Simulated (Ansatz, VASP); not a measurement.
## One calculation of Fe4Si, two programs

```xyz
5
Lattice="0.0000 2.0002 9.3384 1.5013 0.0000 9.3384 1.5013 2.0002 0.0000" Properties=species:S:1:pos:R:3 pbc="T T T"
Fe    1.5013    2.0002   11.0953
Fe    1.5013    2.0002    3.6975
Fe    1.5013    2.0002   14.9793
Fe    1.5013    2.0002    7.5815
Si    0.0000    0.0000    0.0000
```

Alike in both runs: task single point; functional PBEsol; k mesh 11 × 11 × 11; occupations fermi-dirac, width 0.05 eV; collinear spin.

|  | VASP | Ansatz |
| --- | --- | --- |
| version | VASP 6.6.1 | Ansatz 0.2.0 |
| potentials or method | VASP PAW PBE potentials, release 64 (Fe, Si) | Ansatz PAW |
| plane-wave cutoff (eV) | 520 | 420 |
| valence electrons in the cell | 36 | 68 |

```csv
,VASP,Ansatz,Ansatz less VASP
gap on the k mesh at the Fermi level (eV),none,none,-
pressure (GPa),-1.8,-2.3,-0.45
"traceless stress, the component that is largest in VASP (GPa)",-1.12,-1.04,+0.080
rms of the force components (eV/Å),0.064,0.046,-0.0186
net moment per atom (μB),1.70,1.70,-0.005
size of the moment on the site where the two differ most (μB),2.48,2.50,+0.025
```

VASP's potentials were made for PBE, not for PBEsol. Site moments also hang on the region over which each program counts them. Atom by atom the forces differ by 0.020 eV/Å (rms over components). A gap of «none» marks a metal or a gap that the smearing closes. VASP's potentials hold 36 valence electrons a cell and Ansatz's 68, so a difference there can come from the potentials and not from the codes.
